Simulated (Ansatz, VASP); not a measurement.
## Ti: VASP beside Ansatz

```xyz
2
Lattice="2.9351 0.0000 0.0000 -1.4675 2.5419 0.0000 0.0000 0.0000 4.6384" Properties=species:S:1:pos:R:3 pbc="T T T"
Ti    0.0000    1.6946    1.1596
Ti    1.4675    0.8473    3.4788
```

Alike in both runs: task single point; functional r2SCAN; k mesh 18 × 18 × 10; no spin polarisation.

```csv
,VASP,Ansatz
version,VASP 6.6.1,Ansatz 0.2.0
potentials or method,"VASP PAW PBE potentials, release 64 (Ti_sv), cutoff 520 eV","scalar-relativistic, plane waves, PAW"
occupations,"methfessel-paxton of order 1, width 0.05 eV","cold, width 0.05 eV"
valence electrons in the cell,24,24
```

```csv
,VASP,Ansatz,Ansatz less VASP
gap on the k mesh at the Fermi level (eV),none,none,-
pressure (GPa),0.3,0.0,-0.35
"traceless stress, the component that is largest in VASP (GPa)",-0.12,-0.12,+0.001
```

VASP's potentials were made for PBE, not for r2SCAN. A gap of «none» marks a metal or a gap that the smearing closes.
